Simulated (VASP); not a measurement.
A run of VASP 6.6.1 is set up as follows.

POSCAR

```
SiC
1.0
    0.0000000000      1.9729609072      1.9729609072
    1.9729609072      0.0000000000      1.9729609072
    1.9729609072      1.9729609072      0.0000000000
Si C
1 1
Direct
    0.0000000000      0.0000000000      0.0000000000
    0.5000000000      0.5000000000      0.5000000000
```

Contents of INCAR.step1:

```
SYSTEM = SiC
ALGO = Normal
EDIFF = 1E-5
ENCUT = 660
GGA = PE
GGA_COMPAT = .FALSE.
ISMEAR = -1
LASPH = .TRUE.
LCHARG = .FALSE.
LREAL = .FALSE.
LWAVE = .TRUE.
NBANDS = 11
NELM = 120
PREC = Accurate
SIGMA = 0.1
```

File INCAR.step2:

```
SYSTEM = SiC
ALGO = Normal
EDIFF = 1E-6
ENCUT = 660
GGA_COMPAT = .FALSE.
ISIF = 2
ISMEAR = -1
ISTART = 1
LASPH = .TRUE.
LCHARG = .FALSE.
LMIXTAU = .TRUE.
LREAL = .FALSE.
LWAVE = .FALSE.
METAGGA = R2SCAN
NBANDS = 11
NELM = 120
PREC = Accurate
SIGMA = 0.1
```

File KPOINTS:

```
k-points
0
G
  17 17 17
  0 0 0
```

Potentials or basis: VASP PAW PBE potentials, release 64 (Si, C).

Launch:

```sh
$ cat potpaw_PBE.64/Si/POTCAR potpaw_PBE.64/C/POTCAR > POTCAR
$ cp INCAR.step1 INCAR
$ mpirun -np 1 vasp_std > vasp.out
$ cp INCAR.step2 INCAR
$ mpirun -np 1 vasp_std > vasp.out
```

Question: What does it give for the band gap on the k mesh?

Answer: Zero (band 4 reaches 13.67 eV, above the bottom of band 5 at 13.54 eV).

Question: Estimate the pressure.

Answer: 18.9 GPa.

Caveat: the PAW data sets were made with another functional, which shifts forces and pressure a little.
